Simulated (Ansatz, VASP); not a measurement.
# Sb2Pt in VASP and in Ansatz

```
Sb Pt
1.0
     0.00000    3.27611    3.27611
     3.27611    0.00000    3.27611
     3.27611    3.27611    0.00000
Sb Pt
2 1
Direct
  0.25000 0.25000 0.25000
  0.75000 0.75000 0.75000
  0.00000 0.00000 0.00000
```

Alike in both runs: functional PBEsol; k mesh 12 × 12 × 12; occupations gaussian, width 0.1 eV; no spin polarisation.

Ansatz relaxed the structure, and its values are those at the end. VASP's run is a single point on that final structure, the one shown.

|  | VASP | Ansatz |
| --- | --- | --- |
| version | VASP 6.6.1 | Ansatz 0.2.0 |
| potentials or method | VASP PAW PBE potentials, release 64 (Sb, Pt), cutoff 520 eV | scalar-relativistic, plane waves, PAW |
| valence electrons in the cell | 20 | 48 |

Ansatz gave:

```
gap on the k mesh at the Fermi level (eV) : none
pressure (GPa)                            : 0.0
```

Estimate VASP's values.

gap on the k mesh at the Fermi level (eV): none; pressure (GPa): -0.1.

VASP's potentials were made for PBE, not for PBEsol. A gap of «none» marks a metal or a gap that the smearing closes. VASP's potentials hold 20 valence electrons a cell and Ansatz's 48, so a difference there can come from the potentials and not from the codes.

Spin-orbit coupling is off throughout.
